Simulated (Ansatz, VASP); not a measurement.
**One calculation of ScS4, two programs**

INCAR

```
PREC = Accurate
ENCUT = 600
EDIFF = 1E-6
ISMEAR = 0
SIGMA = 0.2
LREAL = False
LASPH = True
NELM = 80
ALGO = Normal
ISIF = 3
LWAVE = False
LCHARG = False
GGA = PE
IBRION = 2
NSW = 36
EDIFFG = -0.08
```

The input KPOINTS:

```
regular mesh
0
Gamma
  3 3 3
```

File POSCAR:

```
ScS4
1.0
    5.8603858300      0.0000000000      0.0000000000
    0.0000000000      5.8603858300      0.0000000000
    0.0000000000      0.0000000000      6.1257856300
Sc S
2 8
Direct
    0.0000000000      0.0000000000      0.2245000000
    0.0000000000      0.0000000000      0.7245000000
    0.1439999900      0.3280000100      0.0000000000
    0.6719999900      0.1439999900      0.0000000000
    0.8560000100      0.6719999900      0.0000000000
    0.3280000100      0.8560000100      0.0000000000
    0.8560000100      0.3280000100      0.5000000000
    0.3280000100      0.1439999900      0.5000000000
    0.1439999900      0.6719999900      0.5000000000
    0.6719999900      0.8560000100      0.5000000000
```

Input for Ansatz:

```yaml
crystal:
  lattice:
    - [5.86038583, 0.0, 0.0]
    - [0.0, 5.86038583, 0.0]
    - [0.0, 0.0, 6.12578563]
  atoms:
    - { symbol: Sc, position: [0.0, 0.0, 0.2245] }
    - { symbol: Sc, position: [0.0, 0.0, 0.7245] }
    - { symbol: S, position: [0.14399999, 0.32800001, 0.0] }
    - { symbol: S, position: [0.67199999, 0.14399999, 0.0] }
    - { symbol: S, position: [0.85600001, 0.67199999, 0.0] }
    - { symbol: S, position: [0.32800001, 0.85600001, 0.0] }
    - { symbol: S, position: [0.85600001, 0.32800001, 0.5] }
    - { symbol: S, position: [0.32800001, 0.14399999, 0.5] }
    - { symbol: S, position: [0.14399999, 0.67199999, 0.5] }
    - { symbol: S, position: [0.67199999, 0.85600001, 0.5] }
basis:
  ecutwfc: 420
kpoints:
  mp_grid: { grid: [3, 3, 3] }
hamiltonian:
  xc: pbe
scf:
  occupations: { method: gaussian, width: 0.2 }
  lower_state_search: "off"
output:
  forces: true
  stress: true
  eigenvalues: true
relax:
  adjacent_minimum: "off"
  f_tol: 0.08
  max_steps: 16
  cell: { stress_tol: 0.8 }
```

Change from the starting cell: species swapped into the TaTe4 type (P4cc, No. 103).

Alike in both runs: task relaxation of cell and atoms; functional PBE; k mesh 3 × 3 × 3; occupations gaussian, width 0.2 eV; no spin polarisation.

```csv
,VASP,Ansatz
version,VASP 6.6.1,Ansatz 0.2.0
potentials or method,"VASP PAW PBE potentials, release 64 (Sc_sv, S), cutoff 600 eV","scalar-relativistic, plane waves, PAW"
valence electrons in the cell,70,70
```

|  | VASP | Ansatz | Ansatz less VASP |
| --- | --- | --- | --- |
| gap on the k mesh at the Fermi level, each at its own relaxed structure (eV) | none | none | - |
| relaxed volume (Å³/atom) | 20.61 | 20.42 | -0.190 |
| relaxed length of the cell vector where the two differ most in proportion (Å) | 5.466 | 5.448 | -0.0172 |

A gap of «none» marks a metal or a gap that the smearing closes.
